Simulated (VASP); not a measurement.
Yb:

```
Yb
1.0
     0.00000    2.60966    2.60966
     2.60966    0.00000    2.60966
     2.60966    2.60966    0.00000
Yb
1
Direct
  0.00000 0.00000 0.00000
```

Base run:

```yaml
Program: VASP 6.6.1
Functional: r2SCAN
Potentials_or_basis: VASP PAW PBE potentials, release 64 (Yb)
Cutoff: 520 eV
k_mesh: 10 × 10 × 10
Occupations: methfessel-paxton, width 1 eV
Spin: no spin polarisation
```

Its results: pressure 0.8 GPa.

Problem. The run is repeated on the same cell with these changes: occupations from methfessel-paxton, width 1 eV to methfessel-paxton, width 0.2 eV. What comes out?

Solution. Pressure -0.8 GPa.

Caveats: the PAW data sets were made with another functional, which shifts forces and pressure a little; so wide a smearing shifts energies and pressures (at least some runs).
